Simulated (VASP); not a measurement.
# CoO in VASP: further runs, part 2 of 2

VASP 6.6.1.

## Step 3: Single point, PBE+U, collinear spin, ferromagnetic start

File INCAR:

```
SYSTEM = CoO
  ALGO = Normal
  EDIFF = 1E-6
  ENCUT = 520
  GGA = PE
  ISIF = 2
  ISMEAR = 0
  ISPIN = 2
  LASPH = .True.
  LCHARG = .False.
  LDAU = .True.
  LDAUJ = 0 0
  LDAUL = 2 -1
  LDAUPRINT = 1
  LDAUTYPE = 2
  LDAUU = 3.32 0
  LMAXMIX = 4
  LORBIT = 11
  LREAL = .False.
  LWAVE = .False.
  MAGMOM = 2.6 0.23
  NBANDS = 18
  NELM = 150
  PREC = Accurate
  SIGMA = 0.05
```

File KPOINTS:

```
k-points
0
Gamma
  12 12 12
  0 0 0
```

File POSCAR:

```
CoO
1.0
    1.5054695445      0.8691832468      2.4399269062
   -1.5054695445      0.8691832468      2.4399269062
    0.0000000000     -1.7383664936      2.4399269062
Co O
1 1
Direct
    0.0166061147     -0.0166061147      0.0000000000
    0.5000000000      0.5000000000      0.5000000000
```

Potentials or basis: VASP PAW PBE potentials, release 64 (Co, O).

Command:

```console
> cat potpaw_PBE.64/Co/POTCAR potpaw_PBE.64/O/POTCAR > POTCAR
> mpirun -np 1 vasp_std > vasp.out
```

OUTCAR:

```text
SYSTEM = CoO
   EDIFF = 1E-6
   ENCUT = 520
   GGA = PE
   ISIF = 2
   ISMEAR = 0
   ISPIN = 2
   LASPH = .True.
   LORBIT = 11
   LREAL = .False.
   NELM = 150
   PREC = Accurate

 ion  position               nearest neighbor table
   1  0.017  0.983  0.000-   2 2.09   2 2.09   2 2.12   2 2.12   2 2.16   2 2.16
   2  0.500  0.500  0.500-   1 2.09   1 2.09   1 2.12   1 2.12   1 2.16   1 2.16

  LATTYP: Found a trigonal (rhomboedric) cell.
 ALAT       =     2.9958573687
 COS(alpha) =     0.4949531368

  Lattice vectors:

 A1 = (   1.5054695445,   0.8691832468,   2.4399269062)
[... 1261 lines left out ...]

 VOLUME and BASIS-vectors are now :
 -----------------------------------------------------------------------------
  energy-cutoff  :      520.00
  volume of cell :       19.16
      direct lattice vectors                 reciprocal lattice vectors
     1.505469544  0.869183247  2.439926906     0.332122295  0.191750896  0.136616114
    -1.505469544  0.869183247  2.439926906    -0.332122295  0.191750896  0.136616114
     0.000000000 -1.738366494  2.439926906     0.000000000 -0.383501793  0.136616114

 POSITION                                       TOTAL-FORCE (eV/Angst)
 -----------------------------------------------------------------------------------
     -1.45547      0.86918      2.43993        -0.227887     -0.000000     -0.000000
      0.00000      0.00000      3.65989         0.227887      0.000000      0.000000
 -----------------------------------------------------------------------------------
    total drift:                                0.000108      0.000000     -0.000000

  FREE ENERGIE OF THE ION-ELECTRON SYSTEM (eV)
  ---------------------------------------------------
  free  energy   TOTEN  =       -11.4746591433 eV

  energy  without entropy=      -11.4717899736  energy(sigma->0) =      -11.47322456

 total charge

# of ion       s       p       d       tot
------------------------------------------
    1        0.302   0.371   7.143   7.816
    2        1.552   3.455   0.000   5.007
--------------------------------------------------
tot          1.854   3.826   7.143  12.824

 magnetization (x)

# of ion       s       p       d       tot
------------------------------------------
    1        0.020   0.018   2.693   2.732
    2        0.023   0.227   0.000   0.250
--------------------------------------------------
tot          0.044   0.245   2.693   2.982
```

It took 4.3 min on 1 thread of Intel Xeon 6975P-C (Granite Rapids), shared host; peak memory 0.36 GiB.

What came out:

```
Free energy                                           : -11.4747 eV
Pressure                                              : 1.5 GPa
Largest force                                         : 0.228 eV/Å
Band gap on the k mesh                                : zero (filled and empty bands overlap)
Net moment                                            : 3.00 μB per cell
Site moments                                          : Co +2.73; O +0.25 μB
Valence electrons inside the program's atomic spheres : Co 7.82; O 5.01
```

Forces in eV/Å, atoms in the order of the input:
```
Co  -0.228  0.000  0.000
O    0.228  0.000  0.000
```

Stress tensor (GPa, compression positive):
```
 3.43  0.00  0.00
 0.00  0.46 -3.49
 0.00 -3.49  0.52
```

Eigenvalues of the final occupation matrices:
```csv
site,spin,trace,eigenvalues
site 1 d,1,4.93,0.97 0.97 0.97 1.01 1.01
site 1 d,2,2.24,0.13 0.14 0.51 0.51 0.96
```

Caveat: a cell with one magnetic atom can't hold antiferromagnetic order, which such compounds often take. The state reached can hang on the start; a lower one may exist.
